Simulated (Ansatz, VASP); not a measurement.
WSe2: VASP beside Ansatz

File INCAR:

```
SYSTEM = WSe2
  ALGO = Normal
  EDIFF = 1E-6
  ENCUT = 520
  GGA = PS
  ISIF = 2
  ISMEAR = 0
  LASPH = .TRUE.
  LCHARG = .FALSE.
  LREAL = .FALSE.
  LWAVE = .FALSE.
  NBANDS = 35
  NELM = 60
  PREC = Accurate
  SIGMA = 0.05
```

KPOINTS

```
k-points
0
G
  9 9 2
  0 0 0
```

The input POSCAR:

```
WSe2
1.0
    3.2705808386      0.0000000000      0.0000000000
   -1.6352904193      2.8324060913      0.0000000000
    0.0000000000      0.0000000000     23.9869951139
W Se
2 4
Direct
    0.5820639573      0.3333333333      0.1606888074
    0.3333333333      0.6666666667      0.8623778584
    0.3333333333      0.6666666667      0.2073407565
    0.6666666667      0.3333333333      0.9321940382
    0.3333333333      0.6666666667      0.0678059618
    0.6666666667      0.3333333333      0.7926592435
```

Input for Ansatz:

```yaml
crystal:
  lattice:
    - [3.2705808386, 0.0, 0.0]
    - [-1.6352904193, 2.8324060913, 0.0]
    - [0.0, 0.0, 23.9869951139]
  atoms:
    - { symbol: W, position: [0.5820639573, 0.3333333333, 0.1606888074] }
    - { symbol: W, position: [0.3333333333, 0.6666666667, 0.8623778584] }
    - { symbol: Se, position: [0.3333333333, 0.6666666667, 0.2073407565] }
    - { symbol: Se, position: [0.6666666667, 0.3333333333, 0.9321940382] }
    - { symbol: Se, position: [0.3333333333, 0.6666666667, 0.0678059618] }
    - { symbol: Se, position: [0.6666666667, 0.3333333333, 0.7926592435] }
basis:
  ecutwfc: 420
kpoints:
  mp_grid: { grid: [9, 9, 2] }
hamiltonian:
  xc: pbesol
  pseudopotentials: { kind: paw, azcp: { folder: soft_1 } }
scf:
  occupations: { method: gaussian, width: 0.05 }
output:
  forces: true
  stress: true
  eigenvalues: true
```

Alike in both runs: task single point; functional PBEsol; k mesh 9 × 9 × 2; occupations gaussian, width 0.05 eV; no spin polarisation.

|  | VASP | Ansatz |
| --- | --- | --- |
| version | VASP 6.6.1 | Ansatz 0.2.0 |
| potentials or method | VASP PAW PBE potentials, release 64 (W_sv, Se), cutoff 520 eV | scalar-relativistic, plane waves, PAW |
| valence electrons in the cell | 52 | 92 |

Ansatz gave:

| Item | Value |
| --- | --- |
| gap on the k mesh at the Fermi level (eV) | none |
| rms of the force components (eV/Å) | 5.350 |

**Question.** Estimate VASP's values.

**Answer.** gap on the k mesh at the Fermi level (eV): none; rms of the force components (eV/Å): 5.376.

VASP's potentials were made for PBE, not for PBEsol, and Ansatz warns of the same on its side. Atom by atom the forces differ by 0.037 eV/Å (rms over components). A gap of «none» marks a metal or a gap that the smearing closes. VASP's potentials hold 52 valence electrons a cell and Ansatz's 92, so a difference there can come from the potentials and not from the codes.

Spin-orbit coupling is off throughout.
